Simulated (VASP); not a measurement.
Write the native input for VASP 6.6.1 that does the following.

```
Task                   : single point
Functional             : PBE
Potentials or basis    : VASP PAW PBE potentials, release 64 (Pt, Se)
Cutoff                 : 520 eV
k mesh                 : 12 × 12 × 6
Occupations            : fermi-dirac, width 0.02 eV
Spin                   : no spin polarisation
Dipole correction      : no
Further INCAR settings : ALGO = Normal; EDIFF = 1e-06; NBANDS = 18
```

The structure of PtSe2 lies in POSCAR:

```
PtSe2
1.0
    3.6727206110      0.0000000000      0.0000000000
   -1.8363603055      3.1806693501      0.0000000000
    0.0000000000      0.0000000000      5.1979992504
Pt Se
1 2
Direct
    0.0000000000      0.0000000000      0.0000000000
    0.3333333333      0.6666666667      0.2544279849
    0.6666666667      0.3333333333      0.7455720151
```

This cell differs from its parent crystal: strain -1.5%.

These files were run (other wordings do the same):

INCAR

```
SYSTEM = PtSe2
PREC = Accurate
ENCUT = 520
EDIFF = 1E-6
ISMEAR = -1
SIGMA = 0.02
LREAL = .False.
LASPH = .True.
NELM = 100
ALGO = Normal
ISIF = 2
LWAVE = .False.
LCHARG = .False.
GGA = PE
NBANDS = 18
```

KPOINTS

```
Automatic mesh
0
Gamma
  12 12 6
  0 0 0
```

Potentials or basis: VASP PAW PBE potentials, release 64 (Pt, Se).

Command:

```console
$ cat potpaw_PBE.64/Pt/POTCAR potpaw_PBE.64/Se/POTCAR > POTCAR
$ mpirun -np 1 vasp_std > vasp.out
```

It gave:

```json
{"Pressure": "7.2 GPa", "Largest force": "0.221 eV/Å", "Band gap on the k mesh": "zero (band 11 reaches 6.88 eV, above the bottom of band 12 at 6.52 eV)"}
```

Caveat: the cell differs from its parent crystal (strain -1.5%); spin-orbit coupling is left out, which moves the levels of the heavy elements.

It took 51 s on 1 thread of AMD EPYC 9R45 96-Core Processor (Zen 5) (shared host), peak memory 0.22 GiB.
